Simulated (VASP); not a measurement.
MgO: single point with PBEsol

MgO:

```
CELL_PARAMETERS angstrom
2.71767 0.00000 0.00000
-1.35883 2.35357 0.00000
0.00000 0.00000 2.67968
ATOMIC_POSITIONS crystal
Mg 0.00000 0.00000 0.00000
O 0.33333 0.66667 0.50000
```

This cell differs from its parent crystal: strain -0.0750 x Voigt [1, 1, 0, 0, 0, 0].

```
Program                : VASP 6.6.1
Task                   : single point
Functional             : PBEsol
Potentials or basis    : VASP PAW PBE potentials, release 64 (Mg, O)
Cutoff                 : 520 eV
k mesh                 : 9 × 9 × 8
Occupations            : gaussian, width 0.05 eV
Spin                   : no spin polarisation
Dipole correction      : no
Further INCAR settings : ALGO = Normal; EDIFF = 1e-06; NBANDS = 11
```

```yaml
Pressure: 22.1 GPa
Band_gap_on_the_k_mesh: 3.60 eV, indirect (least direct gap 4.03 eV)
```

Stress tensor (GPa, compression positive):
```
37.11  0.00  0.00
 0.00 37.11  0.00
 0.00  0.00 -8.02
```

Levels at points of the mesh, in eV from the valence-band top:
| k point | band 1 | band 2 | band 3 | band 4 | band 5 | band 6 | band 7 | band 8 | band 9 |
| --- | --- | --- | --- | --- | --- | --- | --- | --- | --- |
| (0.00, 0.00, 0.00) | -18.43 | -1.42 | -0.43 | -0.43 | 3.60 | 11.75 | 17.71 | 17.71 | 21.47 |
| (0.00, 0.00, 0.50) | -17.24 | -6.65 | 0.00 | 0.00 | 9.44 | 9.95 | 18.66 | 18.66 | 20.33 |

It took 5.4 s on 1 thread of Intel(R) Xeon(R) 6975P-C (Granite Rapids), with other jobs on the host, peak memory 0.13 GiB.

Caveat: the cell differs from its parent crystal (strain -0.0750 x Voigt [1, 1, 0, 0, 0, 0]); the PAW data sets were made with another functional, which shifts forces and pressure a little. A k mesh can miss the band edges.
